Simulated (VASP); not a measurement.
Here is a VASP 6.6.1 calculation.

Contents of INCAR:

```
PREC = Accurate
ENCUT = 600
EDIFF = 1E-7
ISMEAR = 0
SIGMA = 0.01
LREAL = False
LASPH = True
NELM = 80
ALGO = Normal
ISIF = 3
LWAVE = False
LCHARG = False
GGA = PS
IBRION = 2
NSW = 100
EDIFFG = -0.002
PSTRESS = 20.0
```

Contents of KPOINTS:

```
Automatic mesh
0
Gamma
  8 8 8
```

POSCAR

```
BP
1.0
    2.2600718588      2.2600718588      0.0000000000
   -2.2600718588      2.2600718588      0.0000000000
    0.0000000000      2.2600718588      2.2600718588
B P
1 1
Direct
    0.0000000000      0.0000000000      0.0000000000
    0.7500000000      0.2500000000      0.5000000000
```

Potentials or basis: VASP PAW PBE potentials, release 64 (B, P).

The run is started by

```bash
$ cat potpaw_PBE.64/B/POTCAR potpaw_PBE.64/P/POTCAR > POTCAR
$ mpirun -np 1 vasp_std > vasp.out
```

(1) Predict the relaxed cell.

(2) Predict the band gap on the k mesh.

(3) Estimate the space group after relaxing (to 0.05 Å).

## Answers

(1) a = 3.185 Å, b = 3.185 Å, c = 3.185 Å, α = 60.00°, β = 60.00°, γ = 90.00°.

(2) 1.14 eV, indirect (least direct gap 3.39 eV).

(3) F-43m (No. 216).

Caveat: the cell is relaxed towards a set pressure, so the enthalpy falls and the energy may rise.
